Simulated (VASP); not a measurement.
Wanted: the native input for a VASP 6.6.1 run.

* Task: single point
* Functional: LDA
* Potentials or basis: VASP PAW LDA potentials, release 64 (Se, Ca_sv)
* Cutoff: 520 eV
* k mesh: 8 × 8 × 8
* Occupations: fermi-dirac, width 0.05 eV
* Spin: no spin polarisation
* Dipole correction: no
* Further INCAR settings: ALGO = Normal; EDIFF = 1e-07; NBANDS = 15

The structure of CaSe lies in POSCAR:

```
CaSe
1.0
    0.0000000000      3.0139755031      3.0139755031
    3.0139755031      0.0000000000      3.0139755031
    3.0139755031      3.0139755031      0.0000000000
Se Ca
1 1
Direct
    0.5000000000      0.5000000000      0.5000000000
    0.0000000000      0.0000000000      0.0000000000
```

These files were run (other wordings do the same):

INCAR

```
PREC = Accurate ; ENCUT = 520
EDIFF = 1E-7 ; ISMEAR = -1
SIGMA = 0.05 ; LREAL = False
LASPH = True ; NELM = 60
ALGO = Normal ; ISIF = 2
LWAVE = False ; LCHARG = True
GGA = CA ; LELF = True
LVHAR = True ; NBANDS = 15
```

KPOINTS

```
Automatic mesh
0
Gamma
  8 8 8
```

Potentials or basis: VASP PAW LDA potentials, release 64 (Se, Ca_sv).

The run is started by

```console
$ cat potpaw_LDA.64/Se/POTCAR potpaw_LDA.64/Ca_sv/POTCAR > POTCAR
$ mpirun -np 1 vasp_std > vasp.out
```

It gave:

The pressure is -5.2 GPa and the band gap on the k mesh is 1.99 eV (least direct gap 2.81 eV).

Caveat: the cell stands under tension.

Run time: 25 s on 1 thread of Intel Xeon 8259CL, with other jobs on the host, peak memory 0.16 GiB.
